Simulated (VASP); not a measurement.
## TaV: single point with PBE

The system is TaV.

```
Ta V
1.0
     1.60670   -2.30777    0.00000
     1.60670    2.30777    0.00000
     0.00000    0.00000    4.34136
Ta V
1 1
Direct
  0.00000 0.00000 0.00000
  0.50000 0.50000 0.50000
```

```json
{
 "Program": "VASP 6.6.1",
 "Task": "single point",
 "Functional": "PBE",
 "Potentials or basis": "VASP PAW PBE potentials, release 64 (Ta_pv, V_sv)",
 "Cutoff": "520 eV",
 "k mesh": "12 × 12 × 8",
 "Occupations": "fermi-dirac, width 0.08 eV",
 "Spin": "collinear spin, ferromagnetic start",
 "Starting moments": "[0.0, 0.35] μB",
 "Fixed moment": "0.35 μB",
 "Dipole correction": "no",
 "Further INCAR settings": "ALGO = Normal; EDIFF = 1e-06; NBANDS = 23"
}
```

```json
{
  "Pressure": "-0.1 GPa",
  "Net moment": "0.35 μB per cell",
  "Site moments": "Ta +0.02; V +0.27 μB",
  "Valence electrons inside the program's atomic spheres": "Ta 9.00; V 11.53"
}
```

Stress tensor (GPa, compression positive):
```
 0.11  0.00  0.00
 0.00 -0.34  0.00
 0.00  0.00  0.07
```

Wall time 91 s on 1 thread of Intel(R) Xeon(R) 6975P-C (Granite Rapids), with other jobs on the host, peak memory 0.35 GiB.

Caveat: the total moment is fixed, so each spin has its own Fermi level.
